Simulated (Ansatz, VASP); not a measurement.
**One calculation of ZrTi5C6, two programs**

The input INCAR:

```
ALGO = Normal
EDIFF = 1E-7
ENCUT = 520
GGA = PE
ISIF = 2
ISMEAR = 0
ISPIN = 2
LASPH = T
LCHARG = F
LMAXMIX = 4
LORBIT = 11
LREAL = F
LWAVE = F
MAGMOM = 1 1 1 1 1 1 0 0 0 0 0 0
NBANDS = 64
NELM = 150
PREC = Accurate
SIGMA = 0.1
```

The input KPOINTS:

```
k-points
0
Gamma
  6 6 2
```

File POSCAR:

```
ZrTi5C6
1.0
    3.1239201000      0.0000000000      0.0000000000
    0.0000000000      3.1239201000      0.0000000000
    0.0000000000      0.0000000000     13.1798732000
Zr Ti C
1 5 6
Direct
    0.0000000000      0.0000000000      0.0000000000
    0.0000000000      0.0000000000      0.6626400000
    0.5000000000      0.5000000000      0.8251530000
    0.5000000000      0.5000000000      0.1748470000
    0.0000000000      0.0000000000      0.3373600000
    0.5000000000      0.5000000000      0.5000000000
    0.0000000000      0.0000000000      0.8245730000
    0.5000000000      0.5000000000      0.0000000000
    0.0000000000      0.0000000000      0.1754270000
    0.5000000000      0.5000000000      0.3366850000
    0.0000000000      0.0000000000      0.5000000000
    0.5000000000      0.5000000000      0.6633150000
```

Input for Ansatz:

```yaml
crystal:
  lattice:
    - [3.1239201, 0.0, 0.0]
    - [0.0, 3.1239201, 0.0]
    - [0.0, 0.0, 13.1798732]
  atoms:
    - { symbol: Zr, position: [0.0, 0.0, 0.0], spin: 1.0 }
    - { symbol: Ti, position: [0.0, 0.0, 0.66264], spin: 1.0 }
    - { symbol: Ti, position: [0.5, 0.5, 0.825153], spin: 1.0 }
    - { symbol: Ti, position: [0.5, 0.5, 0.174847], spin: 1.0 }
    - { symbol: Ti, position: [0.0, 0.0, 0.33736], spin: 1.0 }
    - { symbol: Ti, position: [0.5, 0.5, 0.5], spin: 1.0 }
    - { symbol: C, position: [0.0, 0.0, 0.824573] }
    - { symbol: C, position: [0.5, 0.5, 0.0] }
    - { symbol: C, position: [0.0, 0.0, 0.175427] }
    - { symbol: C, position: [0.5, 0.5, 0.336685] }
    - { symbol: C, position: [0.0, 0.0, 0.5] }
    - { symbol: C, position: [0.5, 0.5, 0.663315] }
basis:
  ecutwfc: 420
kpoints:
  mp_grid: { grid: [6, 6, 2] }
hamiltonian:
  xc: pbe
scf:
  occupations: { method: gaussian, width: 0.1 }
  lower_state_search: "off"
output:
  forces: true
  stress: true
  eigenvalues: true
  populations: true
magnetization:
  spin_polarized: true
```

Alike in both runs: task single point; functional PBE; k mesh 6 × 6 × 2; occupations gaussian, width 0.1 eV; collinear spin.

|  | VASP | Ansatz |
| --- | --- | --- |
| version | VASP 6.6.1 | Ansatz 0.2.0 |
| potentials or method | VASP PAW PBE potentials, release 64 (Zr_sv, Ti_sv, C), cutoff 520 eV | scalar-relativistic, plane waves, PAW |
| valence electrons in the cell | 96 | 96 |

|  | VASP | Ansatz | Ansatz less VASP |
| --- | --- | --- | --- |
| gap on the k mesh at the Fermi level (eV) | none | none | - |
| pressure (GPa) | 0.2 | -0.1 | -0.25 |
| traceless stress, the component that is largest in VASP (GPa) | 0.18 | 0.16 | -0.021 |
| rms of the force components (eV/Å) | 0.012 | 0.014 | +0.0012 |
| net moment per atom (μB) | 0.00 | 0.00 | 0.000 |

Atom by atom the forces differ by 0.001 eV/Å (rms over components). A gap of «none» marks a metal or a gap that the smearing closes. Ansatz's warnings: seeded moment not kept.
